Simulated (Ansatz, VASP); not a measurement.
**LiH in VASP and in Ansatz**

The input INCAR:

```
PREC     = Accurate       # precision mode
ENCUT    = 520            # plane-wave cutoff, eV
EDIFF    = 1E-6           # SCF threshold, eV
ISMEAR   = 0              # smearing method
SIGMA    = 0.05           # smearing width, eV
LREAL    = False          # projectors in reciprocal space
LASPH    = True           # aspherical terms in the spheres
NELM     = 80             # most SCF steps
ALGO     = Normal         # electronic algorithm
ISIF     = 2              # what is computed and relaxed
LWAVE    = False          # write WAVECAR
LCHARG   = False          # write CHGCAR
GGA      = PS             # functional
NBANDS   = 24             # bands
```

File KPOINTS:

```
regular mesh
0
Gamma
  9 9 2
```

Contents of POSCAR:

```
LiH
1.0
    1.9895719486     -1.9895719486      0.0000000000
    1.9895719486      0.0000000000     -1.9895719486
    8.1572449891      7.7593305993      7.9582877942
Li H
6 6
Direct
    0.9541650000      0.0000000000      0.4583500000
    0.3041650000      0.3333333333      0.2916833333
    0.6041650000      0.6666666667      0.6250166667
    0.9041650000      1.0000000000      0.9583500000
    0.2541650000      0.3333333333      0.7916833333
    0.6541650000      0.6666666667      0.1250166667
    0.6291650000      0.6666666667      0.3750166667
   -0.0208350000      0.0000000000      0.2083500000
    0.2791650000      0.3333333333      0.5416833333
    0.5791650000      0.6666666667      0.8750166667
    0.9291650000      1.0000000000      0.7083500000
    0.3291650000      0.3333333333      0.0416833333
```

Input for Ansatz:

```yaml
crystal:
  lattice:
    - [1.9895719486, -1.9895719486, 0.0]
    - [1.9895719486, 0.0, -1.9895719486]
    - [8.1572449891, 7.7593305993, 7.9582877942]
  atoms:
    - { symbol: Li, position: [0.954165, 0.0, 0.45835] }
    - { symbol: Li, position: [0.304165, 0.3333333333, 0.2916833333] }
    - { symbol: Li, position: [0.604165, 0.6666666667, 0.6250166667] }
    - { symbol: Li, position: [0.904165, 1.0, 0.95835] }
    - { symbol: Li, position: [0.254165, 0.3333333333, 0.7916833333] }
    - { symbol: Li, position: [0.654165, 0.6666666667, 0.1250166667] }
    - { symbol: H, position: [0.629165, 0.6666666667, 0.3750166667] }
    - { symbol: H, position: [-0.020835, 0.0, 0.20835] }
    - { symbol: H, position: [0.279165, 0.3333333333, 0.5416833333] }
    - { symbol: H, position: [0.579165, 0.6666666667, 0.8750166667] }
    - { symbol: H, position: [0.929165, 1.0, 0.70835] }
    - { symbol: H, position: [0.329165, 0.3333333333, 0.0416833333] }
basis:
  ecutwfc: 420
kpoints:
  mp_grid: { grid: [9, 9, 2] }
hamiltonian:
  xc: pbesol
scf:
  occupations: { method: gaussian, width: 0.05 }
output:
  forces: true
  stress: true
  eigenvalues: true
```

Alike in both runs: task single point; functional PBEsol; k mesh 9 × 9 × 2; occupations gaussian, width 0.05 eV; no spin polarisation.

```csv
,VASP,Ansatz
version,VASP 6.6.1,Ansatz 0.2.0
potentials or method,"VASP PAW PBE potentials, release 64 (Li_sv, H), cutoff 520 eV","scalar-relativistic, plane waves, PAW"
valence electrons in the cell,24,24
```

VASP gave:

```
gap on the k mesh at the Fermi level (eV) : 2.86
least direct gap on the mesh (eV)         : 2.98
rms of the force components (eV/Å)        : 0.071
```

Task: Estimate Ansatz's values.

Result: gap on the k mesh at the Fermi level (eV): 2.86; least direct gap on the mesh (eV): 2.98; rms of the force components (eV/Å): 0.070.

VASP's potentials were made for PBE, not for PBEsol. Atom by atom the forces differ by 0.001 eV/Å (rms over components). The functional is the same, so the differences come from potentials, cutoffs and numerics.

Noted on VASP's run: the cutoff is under 1.25 times that of the potentials, so the pressure is a little rough.
